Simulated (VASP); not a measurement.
The system is SnO2 (fluorite type).

```xyz
3
Lattice="0.0000 2.4662 2.4662 2.4662 0.0000 2.4662 2.4662 2.4662 0.0000" Properties=species:S:1:pos:R:3 pbc="T T T"
Sn    0.0000    0.0000    0.0000
O     1.2331    1.2331    1.2331
O     3.6993    3.6993    3.6993
```

```yaml
Program: VASP 6.6.1
Task: relaxation of cell and atoms
Functional: PBE
Potentials_or_basis: VASP PAW PBE potentials, release 64 (Sn_d, O)
Cutoff: 600 eV
k_mesh: 12 × 12 × 12
Occupations: fermi-dirac, width 0.08 eV
Spin: no spin polarisation
```

At the start: pressure 32.6 GPa; volume 10.00 Å³/atom.

Problem. Where does the relaxation end?

Solution. Over 16 steps the energy falls by 122.7 meV/atom and the volume is 11.37 Å³/atom (+13.7 %); space group Fm-3m (No. 225, to 0.05 Å).

Step by step:
| step | energy change (eV) | largest force (eV/Å) | pressure (GPa) | volume (Å³) |
| --- | --- | --- | --- | --- |
| 1 | 0.0000 | 0.0000 | 32.55 | 30.00 |
| 2 | 0.0256 | 0.0000 | -19.48 | 39.72 |
| 3 | -0.3679 | 0.0000 | -0.72 | 34.24 |
| 4 | -0.3682 | 0.0000 | -0.14 | 34.13 |
| 5 | -0.3682 | 0.0000 | 0.42 | 34.05 |
| 6 | -0.3682 | 0.0000 | 0.37 | 34.05 |
| 7 | -0.3682 | 0.0000 | 0.31 | 34.05 |
| 8 | -0.3682 | 0.0000 | 0.29 | 34.05 |
| 9 | -0.3682 | 0.0000 | 0.29 | 34.05 |
| 10 | -0.3682 | 0.0000 | 0.30 | 34.05 |
| 11 | -0.3682 | 0.0000 | 0.30 | 34.05 |
| 12 | -0.3682 | 0.0000 | 0.31 | 34.06 |
| 13 | -0.3682 | 0.0000 | 0.26 | 34.06 |
| 14 | -0.3682 | 0.0000 | 0.25 | 34.07 |
| 15 | -0.3682 | 0.0000 | 0.13 | 34.08 |
| 16 | -0.3682 | 0.0000 | 0.02 | 34.10 |

Final structure:
```
Sn O
1.0
     0.00000    2.57384    2.57384
     2.57384    0.00000    2.57384
     2.57384    2.57384    0.00000
Sn O
1 2
Direct
  0.00000 0.00000 0.00000
  0.25000 0.25000 0.25000
  0.75000 0.75000 0.75000
```
